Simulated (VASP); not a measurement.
## Sc2Al: single point with PBEsol

Crystal: Sc2Al.

```xyz
6
Lattice="4.8457 0.0000 0.0000 -2.4228 4.1965 0.0000 0.0000 0.0000 6.1023" Properties=species:S:1:pos:R:3 pbc="T T T"
Sc    0.0000    0.0000    0.0000
Sc    0.0000    0.0000    3.0512
Sc    0.0000    2.7977    4.5767
Sc    2.4228    1.3988    1.5256
Al    0.0000    2.7977    1.5256
Al    2.4228    1.3988    4.5767
```

- Program: VASP 6.6.1
- Task: single point
- Functional: PBEsol
- Potentials or basis: VASP PAW PBE potentials, release 64 (Sc_sv, Al)
- Cutoff: 520 eV
- k mesh: 6 × 6 × 4
- Occupations: methfessel-paxton, width 0.05 eV
- Spin: no spin polarisation
- Dipole correction: no
- Further INCAR settings: ALGO = Normal; EDIFF = 1e-06; NBANDS = 34

The pressure is 0.1 GPa. The band gap on the k mesh is zero (band 25 reaches 5.27 eV, above the bottom of band 26 at 4.52 eV).

Stress tensor (GPa, compression positive):
```
 0.32  0.00  0.00
 0.00  0.32  0.00
 0.00  0.00 -0.33
```

Levels at points of the mesh, in eV from the Fermi level:
```csv
k point,band 22,band 23,band 24,band 25,band 26,band 27,band 28,band 29
"(0.00, 0.00, 0.00)",-0.68,-0.65,-0.65,-0.40,-0.40,-0.05,-0.05,1.92
"(0.50, 0.00, 0.00)",-1.14,-1.01,-0.81,-0.67,0.23,0.38,0.84,1.16
"(0.00, 0.00, 0.50)",-1.49,-1.07,-1.07,0.10,0.10,0.10,0.10,1.57
"(0.50, 0.00, 0.50)",-1.13,-0.86,-0.86,0.20,0.20,0.51,0.51,1.17
```

It took 3.1 min on 1 thread of AMD EPYC 7571, with other jobs on the host, peak memory 0.23 GiB.

Caveat: the PAW data sets were made with another functional, which shifts forces and pressure a little.
